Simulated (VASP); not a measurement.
## SnO: single point with LDA

Crystal: SnO.

```
Sn O
1.0
     3.18725    0.00000    0.00000
     0.00000    5.67410    0.00000
     0.00000    0.00000    4.22197
Sn O
2 2
Direct
  0.00000 0.23191 0.51314
  0.50000 0.76809 0.01314
  0.00000 0.89125 0.73686
  0.50000 0.10875 0.23686
```

This cell differs from its parent crystal: strain -0.0500 x Voigt [1, 0, 0, 0, 0, 0].

| Property | Result |
| --- | --- |
| Program | VASP 6.6.1 |
| Task | single point |
| Functional | LDA |
| Potentials or basis | VASP PAW LDA potentials, release 64 (Sn_d, O) |
| Cutoff | 520 eV |
| k mesh | 8 × 6 × 6 |
| Occupations | gaussian, width 0.05 eV |
| Spin | no spin polarisation |

```json
{"Pressure": "-0.5 GPa", "Largest force": "0.387 eV/Å", "Band gap on the k mesh": "1.42 eV (least direct gap 1.90 eV)"}
```

Forces in eV/Å, atoms in the order of the input:
```
Sn   0.000 -0.086  0.205
Sn   0.000  0.086  0.205
O    0.000  0.329 -0.205
O    0.000 -0.329 -0.205
```

Stress tensor (GPa, compression positive):
```
 2.45  0.00  0.00
 0.00 -2.66  0.00
 0.00  0.00 -1.32
```

Levels at points of the mesh, in eV from the valence-band top:
```csv
k point,band 16,band 17,band 18,band 19,band 20,band 21,band 22,band 23,band 24,band 25
"(0.00, 0.00, 0.00)",-3.79,-3.76,-2.67,-2.25,-0.08,2.73,3.31,5.98,6.10,8.87
"(0.50, 0.00, 0.00)",-4.76,-2.74,-2.74,-1.06,-1.06,2.49,2.49,5.65,5.65,7.01
"(0.00, 0.50, 0.00)",-4.17,-3.74,-2.69,-1.71,-1.47,3.08,4.10,4.85,5.55,7.92
"(0.50, 0.50, 0.00)",-4.63,-2.80,-2.80,-0.75,-0.75,1.89,1.89,6.50,6.50,7.26
"(0.00, 0.00, 0.50)",-3.63,-3.18,-3.18,-1.75,-1.75,2.98,2.98,5.22,5.22,8.95
"(0.50, 0.00, 0.50)",-4.35,-3.25,-3.25,-0.91,-0.91,2.14,2.14,4.73,4.73,7.17
"(0.00, 0.50, 0.50)",-3.18,-3.08,-3.08,-1.61,-1.61,2.03,2.03,6.18,6.18,8.85
"(0.50, 0.50, 0.50)",-4.48,-3.51,-3.51,-0.29,-0.29,2.48,2.48,4.23,4.23,6.49
```

Wall time 50 s on 1 thread of Intel(R) Xeon(R) 6975P-C (Granite Rapids), with other jobs on the host, peak memory 0.25 GiB.

Caveat: the cell differs from its parent crystal (strain -0.0500 x Voigt [1, 0, 0, 0, 0, 0]); spin-orbit coupling is left out, which moves the levels of the heavy elements. A k mesh can miss the band edges.
